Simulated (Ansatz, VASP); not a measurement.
**KNbO2 in VASP and in Ansatz**

```
CELL_PARAMETERS angstrom
3.02610 0.00000 0.00000
-1.51305 2.62068 0.00000
0.00000 0.00000 6.63853
ATOMIC_POSITIONS crystal
K 0.00000 0.00000 0.50000
Nb 0.00000 0.00000 0.00000
O 0.66667 0.33333 0.80050
O 0.33333 0.66667 0.19950
```

Alike in both runs: functional PBE; k mesh 18 × 18 × 8; occupations gaussian, width 0.1 eV; no spin polarisation.

Ansatz relaxed the structure, and its values are those at the end. VASP's run is a single point on that final structure, the one shown.

```csv
,VASP,Ansatz
version,VASP 6.6.1,Ansatz 0.2.0
potentials or method,"VASP PAW PBE potentials, release 64 (K_sv, Nb_sv, O), cutoff 520 eV","scalar-relativistic, plane waves, PAW"
valence electrons in the cell,34,34
```

|  | VASP | Ansatz | Ansatz less VASP |
| --- | --- | --- | --- |
| gap on the k mesh at the Fermi level (eV) | none | none | - |
| pressure (GPa) | 0.1 | 0.0 | -0.14 |
| rms of the force components (eV/Å) | 0.015 | 0.001 | -0.0138 |

A gap of «none» marks a metal or a gap that the smearing closes.
